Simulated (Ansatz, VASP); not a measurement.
**Two plane-wave programs on WSe2**

```
W Se
1.0
     3.32077    0.00000    0.00000
    -1.66039    2.87587    0.00000
     0.00000    0.00000   15.21211
W Se
2 4
Cartesian
  0.0000 1.9172 3.8030
  1.6604 0.9586 11.4091
  0.0000 1.9172 9.7311
  1.6604 0.9586 2.1250
  0.0000 1.9172 13.0871
  1.6604 0.9586 5.4810
```

Alike in both runs: functional PBE; k mesh 12 × 12 × 2; occupations fermi-dirac, width 0.02 eV; no spin polarisation.

Ansatz relaxed the structure, and its values are those at the end. VASP's run is a single point on that final structure, the one shown.

```csv
,VASP,Ansatz
version,VASP 6.6.1,Ansatz 0.2.0
potentials or method,"VASP PAW PBE potentials, release 64 (W_sv, Se), cutoff 520 eV",PAW plane waves
valence electrons in the cell,52,92
```

|  | VASP | Ansatz | Ansatz less VASP |
| --- | --- | --- | --- |
| gap on the k mesh at the Fermi level (eV) | 1.47 | 1.47 | -0.002 |
| pressure (GPa) | 0.3 | 0.0 | -0.25 |
| rms of the force components (eV/Å) | 0.023 | 0.001 | -0.0213 |

The functional is the same, so the differences come from potentials, cutoffs and numerics. VASP's potentials hold 52 valence electrons a cell and Ansatz's 92, so a difference there can come from the potentials and not from the codes.

Spin-orbit coupling is off throughout.
